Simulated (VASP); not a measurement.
Write the native input for VASP 6.6.1 that does the following.

- Task: relaxation of cell and atoms
- Functional: PBE
- Potentials or basis: VASP PAW PBE potentials, release 64 (Al)
- Cutoff: 600 eV
- k mesh: 7 × 7 × 7
- Occupations: fermi-dirac, width 0.05 eV
- Spin: no spin polarisation
- Target pressure: 20 GPa
- Dipole correction: no
- Further INCAR settings: ALGO = Normal; EDIFF = 1e-06; IBRION = 2; EDIFFG = -0.01; NSW = 80; ISIF = 3

The structure of Al lies in POSCAR:

```
Al
1.0
    0.0000000000      2.7850000000      2.7850000000
    2.7850000000      0.0000000000      2.7850000000
    2.7850000000      2.7850000000      0.0000000000
Al
2
Direct
    0.0000000000      0.0000000000      0.0000000000
    0.2500000000      0.2500000000      0.2500000000
```

These files were run (other wordings do the same):

INCAR

```
PREC = Accurate
ENCUT = 600
EDIFF = 1E-6
ISMEAR = -1
SIGMA = 0.05
LREAL = False
LASPH = True
NELM = 80
ALGO = Normal
ISIF = 3
LWAVE = False
LCHARG = False
GGA = PE
IBRION = 2
NSW = 80
EDIFFG = -0.01
PSTRESS = 200.0
```

KPOINTS

```
Automatic mesh
0
Gamma
  7 7 7
```

Potentials or basis: VASP PAW PBE potentials, release 64 (Al).

Run with:

```console
$ cat potpaw_PBE.64/Al/POTCAR > POTCAR
$ mpirun -np 1 vasp_std > vasp.out
```

It gave:

The relaxed volume is 20.58 Å³/atom and the relaxed cell is a = 3.876 Å, b = 3.876 Å, c = 3.876 Å, α = 60.00°, β = 60.00°, γ = 60.00°. The space group after relaxing (to 0.05 Å) is Fd-3m (No. 227), the energy change on relaxing (the enthalpy is what falls) is +111.6 meV/atom and the ionic steps are 3. The pressure after relaxing is 20.0 GPa. The band gap on the k mesh is zero (band 3 reaches 7.65 eV, above the bottom of band 4 at 3.75 eV).

Caveat: the cell is relaxed towards a set pressure, so the enthalpy falls and the energy may rise.

Wall time 19 s on 1 thread of Intel Xeon 8259CL, on a shared host, peak memory 0.17 GiB.
